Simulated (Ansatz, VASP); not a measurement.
# NbTc in VASP and in Ansatz

The input INCAR:

```
SYSTEM = NbTc
PREC = Accurate ; ENCUT = 520
EDIFF = 1E-6 ; ISMEAR = -1
SIGMA = 0.1 ; LREAL = .FALSE.
LASPH = .TRUE. ; NELM = 100
ALGO = Normal ; ISIF = 2
LWAVE = .FALSE. ; LCHARG = .TRUE.
LELF = .TRUE. ; LVHAR = .TRUE.
NBANDS = 20
```

File KPOINTS:

```
regular mesh
0
G
  11 11 7
  0 0 0
```

Contents of POSCAR:

```
NbTc
1.0
    1.5933330000     -2.2983910000      0.0000000000
    1.5933330000      2.2983910000      0.0000000000
    0.0000000000      0.0000000000      4.4144730000
Nb Tc
1 1
Direct
    0.0000000000      0.0000000000      0.0000000000
    0.5000000000      0.5000000000      0.5000000000
```

Input for Ansatz:

```yaml
crystal:
  lattice:
    - [1.593333, -2.298391, 0.0]
    - [1.593333, 2.298391, 0.0]
    - [0.0, 0.0, 4.414473]
  atoms:
    - { symbol: Nb, position: [0.0, 0.0, 0.0] }
    - { symbol: Tc, position: [0.5, 0.5, 0.5] }
basis:
  ecutwfc: 630.0
  xc_grid: 2
kpoints:
  mp_grid:
    grid: [11, 11, 7]
hamiltonian:
  xc: lda
scf:
  max_iter: 80
  occupations:
    method: fermi_dirac
    width: 0.1
output:
  stress: true
```

Alike in both runs: task single point; functional LDA; k mesh 11 × 11 × 7; occupations fermi-dirac, width 0.1 eV; no spin polarisation.

|  | VASP | Ansatz |
| --- | --- | --- |
| version | VASP 6.6.1 | Ansatz 0.2.0 |
| potentials or method | VASP PAW LDA potentials, release 64 (Nb_sv, Tc_pv), cutoff 520 eV | plane waves, PAW |
| valence electrons in the cell | 26 | 28 |

```csv
,VASP,Ansatz,Ansatz less VASP
pressure (GPa),-12.0,-12.0,+0.04
"traceless stress, the component that is largest in VASP (GPa)",0.89,0.90,+0.007
```

LDA's correlation is that of Perdew and Zunger in VASP and of Perdew and Wang (1992) in Ansatz. VASP's potentials hold 26 valence electrons a cell and Ansatz's 28, so a difference there can come from the potentials and not from the codes.
